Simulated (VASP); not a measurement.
# Hf (Im-3m) in VASP: notebook

Hf is run at these levels: PBEsol+D3(BJ); tasks: single point.

All numbers are computed with VASP 6.6.1; they aren't measurements. Logs are shortened: lines on timing, memory, paths and dates and some standing lists are left out, and cuts for length are marked.

## (1) The cell of the first run

The structure is cubic, space group Im-3m (No. 229). The conventional cell has a = 3.145 Å, b = 3.145 Å, c = 3.145 Å, α = 90.00°, β = 90.00°, γ = 90.00°. Within 3.6 Å of Hf (site symmetry m-3m) lie 14 Hf at 2.72 to 3.15 Å.

## (2) Single point, PBEsol+D3(BJ)

The input, INCAR:

```
ALGO = Normal
EDIFF = 1E-6
ENCUT = 500
GGA = PS
GGA_COMPAT = F
ISIF = 2
ISMEAR = 0
IVDW = 12
LASPH = T
LCHARG = F
LREAL = F
LWAVE = F
NBANDS = 11
NELM = 120
PREC = Accurate
SIGMA = 0.1
```

The input, KPOINTS:

```
k-points
0
Gamma
  8 8 8
```

The input, POSCAR:

```
Hf
1.0
   -1.5725776360      1.5725776360      1.5725776360
    1.5725776360     -1.5725776360      1.5725776360
    1.5725776360      1.5725776360     -1.5725776360
Hf
1
Direct
    0.0000000000      0.0000000000      0.0000000000
```

Potentials or basis: VASP PAW PBE potentials, release 64 (Hf_pv).

Command:

```sh
$ cat potpaw_PBE.64/Hf_pv/POTCAR > POTCAR
$ mpirun -np 1 vasp_std > vasp.out
```

OUTCAR:

```text
EDIFF = 1E-6
   ENCUT = 500
   GGA = PS
   ISIF = 2
   ISMEAR = 0
   IVDW = 12
   LASPH = T
   LREAL = F
   NELM = 120
   PREC = Accurate
 IVDW          = 12

 ion  position               nearest neighbor table
   1  0.000  0.000  0.000-

  LATTYP: Found a body centered cubic cell.
 ALAT       =     3.1451552720

  Lattice vectors:

 A1 = (  -1.5725776360,   1.5725776360,   1.5725776360)
 A2 = (   1.5725776360,  -1.5725776360,   1.5725776360)
 A3 = (   1.5725776360,   1.5725776360,  -1.5725776360)

Analysis of symmetry for initial positions (statically):
=====================================================================
 Subroutine PRICEL returns:
 Original cell was already a primitive cell.

 Routine SETGRP: Setting up the symmetry group for a
 body centered cubic supercell.

 Subroutine GETGRP returns: Found 48 space group operations
 (whereof 48 operations were pure point group operations)
 out of a pool of 48 trial point group operations.

The static configuration has the point symmetry O_h .

Analysis of symmetry for dynamics (positions and initial velocities):
=====================================================================
 Subroutine PRICEL returns:
 Original cell was already a primitive cell.

 Routine SETGRP: Setting up the symmetry group for a
 body centered cubic supercell.

 Subroutine GETGRP returns: Found 48 space group operations
 (whereof 48 operations were pure point group operations)
 out of a pool of 48 trial point group operations.

The dynamic configuration has the point symmetry O_h .

 Subroutine INISYM returns: Found 48 space group operations
 (whereof 48 operations are pure point group operations),
 and found     1 'primitive' translations

----------------------------------------------------------------------------------------

                                     Primitive cell

  volume of cell :      15.5559

  direct lattice vectors                    reciprocal lattice vectors
    -1.572577636  1.572577636  1.572577636     0.000000000  0.317949326  0.317949326
     1.572577636 -1.572577636  1.572577636     0.317949326  0.000000000  0.317949326
     1.572577636  1.572577636 -1.572577636     0.317949326  0.317949326  0.000000000

  length of vectors
     2.723784364  2.723784364  2.723784364     0.449648249  0.449648249  0.449648249

  position of ions in fractional coordinates (direct lattice)
     0.000000000  0.000000000  0.000000000

  ion indices of the primitive-cell ions
   primitive index   ion index
                 1           1

----------------------------------------------------------------------------------------

 KPOINTS: k-points
[... 79 lines left out ...]
   NELECT =      10.0000    total number of electrons
   NUPDOWN=      -1.0000    fix difference up-down
   EMIN   =  10.00;   EMAX   =-10.00  energy-range for DOS
   EFERMI =   0.00;   METHOD = LEGACY
   ISMEAR =     0;   SIGMA  =   0.10  broadening in eV -4-tet -1-fermi 0-gaus
   EFERMI_NEDOS =   21; number of points for ismear=-14 and -15
   IALGO  =     38    algorithm
   IMIX   =      4    mixing-type and parameters
     AMIX     =   0.40;   BMIX     =  1.00
     AMIX_MAG =   1.60;   BMIX_MAG =  1.00
  volume/ion in A,a.u.               =      15.56       104.98
  Fermi-wavevector in a.u.,A,eV,Ry     =   1.412893  2.669981 27.160873  1.996268
  Thomas-Fermi vector in A             =   2.534595
   LORBIT       =      0    0 simple, 1 ext, 2 COOP (PROOUT), +10 PAW based schemes
   GGA     = PS    functional components
   LHFCALC =     F    Hartree Fock is set to
   AEXX    =    0.0000 exact exchange contribution
   IVDW    =    12    specifies the selected vdW correction
   LEPSILON=     F    determine dielectric tensor
   LRPA    =     F    only Hartree local field effects (RPA)
 non-spin polarized calculation
 Gauss-broadening in eV      SIGMA  =   0.10
  energy-cutoff  :      500.00
  volume of cell :       15.56
 maximum number of plane-waves:       420
   NGX =  9   NGY =  9   NGZ =  9

 number of electron      10.0000001 magnetization

 Free energy of the ion-electron system (eV)
  ---------------------------------------------------
  ext. energy  EPLUGINS =         0.00000000
  ---------------------------------------------------
  free energy    TOTEN  =        -9.52180065 eV

  energy without entropy =       -9.50961481  energy(sigma->0) =       -9.51570773

 E-fermi :   7.2990     XC(G=0): -13.1665

 val. band max:        7.2097163081   @ k =   0.2500   0.1250   0.1250
 cond. band min:       7.3523392345   @ k =   0.2500   0.1250  -0.0000
 fundamental gap:      0.1426229264
 Fermi energy:         7.2990026819

 k-point     1 :       0.0000    0.0000    0.0000
  band No.  band energies     occupation
      1     -21.1921      2.00000
      2     -21.1921      2.00000
      3     -21.1921      2.00000
      4      -0.8257      2.00000
      5       8.8270      0.00000
      6       8.8270      0.00000
      7       8.8270      0.00000
      8      12.8002      0.00000
      9      12.8002      0.00000
     10      21.5971      0.00000
     11      22.3409      0.00000
[... 309 lines left out ...]
 k-point    24 :      -0.3750    0.3750    0.2500
  band No.  band energies     occupation
      1     -23.0830      2.00000
      2     -22.3234      2.00000
      3     -22.1252      2.00000
      4       4.4168      2.00000
      5       5.1632      2.00000
      6       9.4642      0.00000
      7      10.2838      0.00000
      8      14.9979      0.00000
      9      15.0466      0.00000
     10      21.5895      0.00000
     11      24.6345      0.00000

 [... further k-points ...]

------------------------ aborting loop because EDIFF is reached ----------------------------------------

 Edisp (eV)   -0.73899

 E8    (eV) :    -0.5579

  FORCE on cell =-STRESS in cart. coord.  units (eV):
  Direction    XX          YY          ZZ          XY          YZ          ZX
  --------------------------------------------------------------------------------------
  -------------------------------------------------------------------------------------
  Total       4.78170     4.78170     4.78170    -0.00000    -0.00000     0.00000
  in kB     492.48924   492.48924   492.48924    -0.00000    -0.00000     0.00000
  external pressure =      492.49 kB  Pullay stress =        0.00 kB

 VOLUME and BASIS-vectors are now :
 -----------------------------------------------------------------------------
  energy-cutoff  :      500.00
  volume of cell :       15.56
      direct lattice vectors                 reciprocal lattice vectors
    -1.572577636  1.572577636  1.572577636     0.000000000  0.317949326  0.317949326
     1.572577636 -1.572577636  1.572577636     0.317949326  0.000000000  0.317949326
     1.572577636  1.572577636 -1.572577636     0.317949326  0.317949326  0.000000000

 POSITION                                       TOTAL-FORCE (eV/Angst)
 -----------------------------------------------------------------------------------
      0.00000      0.00000      0.00000        -0.000000      0.000000     -0.000000
 -----------------------------------------------------------------------------------
    total drift:                                0.000000      0.000000      0.000000

  FREE ENERGIE OF THE ION-ELECTRON SYSTEM (eV)
  ---------------------------------------------------
  free  energy   TOTEN  =       -10.2607924045 eV

  energy  without entropy=      -10.2486065689  energy(sigma->0) =      -10.25469949
```

stdout:

```text
POSCAR found type information on POSCAR Hf
 POSCAR found :  1 types and       1 ions
 scaLAPACK will be used
 -----------------------------------------------------------------------------
|                                                                             |
|                                                                             |
|     You enforced a specific xc type in the INCAR file but a different       |
|     I HOPE YOU KNOW WHAT YOU ARE DOING!                                     |
|                                                                             |
 -----------------------------------------------------------------------------

 LDA part: xc-table for (Slater+PW92), standard interpolation
 POSCAR, INCAR and KPOINTS ok, starting setup
 FFT: planning ... GRIDC
 FFT: planning ... GRID_SOFT
 FFT: planning ... GRID
 WAVECAR not read
 entering main loop
```

Run time: 3.7 s. Hardware: 1 thread of Intel Xeon 6975P-C, shared host; peak memory 0.13 GiB.

Results:

* Free energy: -10.2608 eV
* Pressure: 49.2 GPa
* Band gap on the k mesh: zero (band 5 reaches 8.83 eV, above the bottom of band 6 at 5.91 eV)
* Dispersion energy per atom: -0.739 eV

Levels at points of the mesh, in eV from the Fermi level:
```
           k point  band 1  band 2  band 3  band 4  band 5  band 6  band 7  band 8  band 9  band 10
(0.00, 0.00, 0.00)  -28.49  -28.49  -28.49   -8.12    1.53    1.53    1.53    5.50    5.50    14.30
(0.50, 0.00, 0.00)  -31.02  -29.26  -28.53   -4.88   -1.56    3.20    5.68    7.08   11.27    12.23
(0.50, 0.50, 0.50)  -30.18  -30.18  -30.18   -4.73   -4.73    9.79    9.79    9.79   10.81    10.81
```

Caveat: the PAW data sets were made with another functional, which shifts forces and pressure a little; spin-orbit coupling is left out, which moves the levels of the heavy elements; pairwise dispersion overbinds metals, which lowers pressure and volume.

## (3) Single point, PBEsol+D3(BJ)

This run uses another cell than the first one, of 23.52 Å³/atom, 1.512 times its volume.

The input, INCAR:

```
SYSTEM = Hf
ALGO     = Normal         ! electronic algorithm
EDIFF    = 1E-6           ! SCF threshold, eV
ENCUT    = 500            ! plane-wave cutoff, eV
GGA      = PS             ! functional
GGA_COMPAT= .False.      
ISIF     = 2              ! what is computed and relaxed
ISMEAR   = 0              ! smearing method
IVDW     = 12             ! dispersion correction
LASPH    = .True.         ! aspherical terms in the spheres
LCHARG   = .False.        ! write CHGCAR
LREAL    = .False.        ! projectors in reciprocal space
LWAVE    = .False.        ! write WAVECAR
NBANDS   = 11             ! bands
NELM     = 120            ! most SCF steps
PREC     = Accurate       ! precision mode
SIGMA    = 0.1            ! smearing width, eV
```

The input, KPOINTS:

```
k-points
0
Gamma
  8 8 8
  0 0 0
```

The input, POSCAR:

```
Hf
1.0
   -1.8050000000      1.8050000000      1.8050000000
    1.8050000000     -1.8050000000      1.8050000000
    1.8050000000      1.8050000000     -1.8050000000
Hf
1
Direct
    0.0000000000      0.0000000000      0.0000000000
```

Potentials or basis: VASP PAW PBE potentials, release 64 (Hf_pv).

Command:

```sh
$ cat potpaw_PBE.64/Hf_pv/POTCAR > POTCAR
$ mpirun -np 1 vasp_std > vasp.out
```

It took 5.1 s on 1 thread of Intel Xeon 6975P-C, shared host; peak memory 0.15 GiB.

The run converged. Its results:

* Free energy: -10.7598 eV
* Pressure: -13.0 GPa
* Band gap on the k mesh: zero (band 5 reaches 5.56 eV, above the bottom of band 6 at 3.38 eV)
* Dispersion energy per atom: -0.488 eV

Levels at points of the mesh, in eV from the Fermi level:
| k point | band 1 | band 2 | band 3 | band 4 | band 5 | band 6 | band 7 | band 8 | band 9 | band 10 |
| --- | --- | --- | --- | --- | --- | --- | --- | --- | --- | --- |
| (0.00, 0.00, 0.00) | -29.98 | -29.98 | -29.98 | -6.88 | 1.47 | 1.47 | 1.47 | 4.12 | 4.12 | 13.08 |
| (0.50, 0.00, 0.00) | -30.67 | -30.20 | -29.98 | -3.23 | -0.43 | 0.92 | 3.91 | 4.87 | 7.17 | 9.48 |
| (0.50, 0.50, 0.50) | -30.47 | -30.47 | -30.47 | -2.36 | -2.36 | 6.41 | 6.41 | 6.41 | 6.84 | 6.84 |

Caveat: the PAW data sets were made with another functional, which shifts forces and pressure a little; spin-orbit coupling is left out, which moves the levels of the heavy elements; pairwise dispersion overbinds metals, which lowers pressure and volume.
